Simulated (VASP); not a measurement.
CuIrS2: single point with PBEsol+U

CuIrS2:

```xyz
4
Lattice="1.8159 1.0484 6.5922 -1.8159 1.0484 6.5922 0.0000 -2.0968 6.5922" Properties=species:S:1:pos:R:3 pbc="T T T"
Cu    0.0000    0.0000    9.8883
Ir    0.0000    0.0000    0.0000
S     0.0000    0.0000    5.2744
S     0.0000    0.0000   14.5023
```

```
Program                : VASP 6.6.1
Task                   : single point
Functional             : PBEsol
Potentials or basis    : VASP PAW PBE potentials, release 64 (Cu, Ir, S)
Cutoff                 : 520 eV
k mesh                 : 6 × 6 × 6
Occupations            : gaussian, width 0.05 eV
Spin                   : collinear spin
Starting moments       : [0.0, 4.0, 0.0, 0.0] μB
Hubbard terms          : Ir d U = 6.0 eV
Dipole correction      : no
Further INCAR settings : ALGO = Normal; EDIFF = 1e-06; NBANDS = 28
```

```json
{
  "Pressure": "-16.6 GPa",
  "Largest force": "0.493 eV/Å",
  "Band gap on the k mesh": "0.91 eV (least direct gap 1.29 eV)",
  "Net moment": "0.00 μB per cell",
  "Valence electrons inside the program's atomic spheres": "Cu 9.68; Ir 8.67; S 3.59"
}
```

Forces in eV/Å, atoms in the order of the input:
```
Cu   0.000  0.000  0.000
Ir   0.000  0.000  0.000
S    0.000  0.000  0.493
S    0.000  0.000 -0.493
```

Stress tensor (GPa, compression positive):
```
-16.44   0.00   0.00
  0.00 -16.44   0.00
  0.00   0.00 -16.97
```

Levels at points of the mesh, in eV from the valence-band top:
Spin up:
```csv
k point,band 12,band 13,band 14,band 15,band 16,band 17,band 18,band 19,band 20,band 21
"(0.00, 0.00, 0.00)",-0.94,-0.85,-0.85,-0.55,-0.55,1.60,3.29,3.29,5.13,7.82
"(0.50, 0.00, 0.00)",-1.06,-0.66,-0.61,-0.48,-0.33,2.33,2.71,3.06,4.34,5.99
"(0.50, 0.50, 0.00)",-1.01,-0.88,-0.76,-0.66,-0.36,1.42,3.29,3.60,3.68,6.39
"(0.50, 0.50, 0.50)",-0.98,-0.87,-0.87,0.00,0.00,3.04,3.04,3.53,5.11,5.75
```
Spin down:
```tsv
k point	band 12	band 13	band 14	band 15	band 16	band 17	band 18	band 19	band 20	band 21
(0.00, 0.00, 0.00)	-0.94	-0.85	-0.85	-0.55	-0.55	1.60	3.29	3.29	5.14	7.82
(0.50, 0.00, 0.00)	-1.06	-0.66	-0.61	-0.48	-0.33	2.33	2.71	3.06	4.34	5.99
(0.50, 0.50, 0.00)	-1.01	-0.88	-0.76	-0.66	-0.36	1.42	3.29	3.60	3.68	6.39
(0.50, 0.50, 0.50)	-0.98	-0.87	-0.87	0.00	0.00	3.04	3.04	3.53	5.11	5.75
```

Eigenvalues of the final occupation matrices:
| site | spin | trace | eigenvalues |
| --- | --- | --- | --- |
| site 2 d | 1 | 3.85 | 0.45 0.45 0.98 0.98 0.98 |
| site 2 d | 2 | 3.85 | 0.45 0.45 0.98 0.98 0.98 |

Wall time 11 min on 1 thread of Intel(R) Xeon(R) Platinum 8259CL CPU @ 2.50GHz (Skylake/Cascade Lake) (shared host), peak memory 0.55 GiB.

Caveat: the cell stands under tension; the PAW data sets were made with another functional, which shifts forces and pressure a little; spin-orbit coupling is left out, which moves the levels of the heavy elements. A k mesh can miss the band edges.
